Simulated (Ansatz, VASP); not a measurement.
## Two plane-wave programs on BN

```xyz
2
Lattice="1.2511 0.7223 3.3729 -1.2511 0.7223 3.3729 0.0000 -1.4447 3.3729" Properties=species:S:1:pos:R:3 pbc="T T T"
B     0.0000    0.0000   10.0155
N     0.0000    0.0000    3.3672
```

Alike in both runs: task single point; functional LDA; k mesh 12 × 12 × 12; occupations gaussian, width 0.05 eV; no spin polarisation.

```csv
,VASP,Ansatz
version,VASP 6.6.1,Ansatz 0.2.0
potentials or method,"VASP PAW LDA potentials, release 64 (B, N), cutoff 600 eV","scalar-relativistic, plane waves, PAW"
valence electrons in the cell,8,8
```

|  | VASP | Ansatz | Ansatz less VASP |
| --- | --- | --- | --- |
| gap on the k mesh at the Fermi level (eV) | 3.90 | 3.91 | +0.016 |
| least direct gap on the mesh (eV) | 4.50 | 4.51 | +0.010 |
| pressure (GPa) | -4.6 | -4.9 | -0.28 |
| traceless stress, the component that is largest in VASP (GPa) | 2.34 | 2.85 | +0.511 |
| rms of the force components (eV/Å) | 0.770 | 0.771 | +0.0008 |

LDA's correlation is that of Perdew and Zunger in VASP and of Perdew and Wang (1992) in Ansatz. Atom by atom the forces differ by 0.001 eV/Å (rms over components).
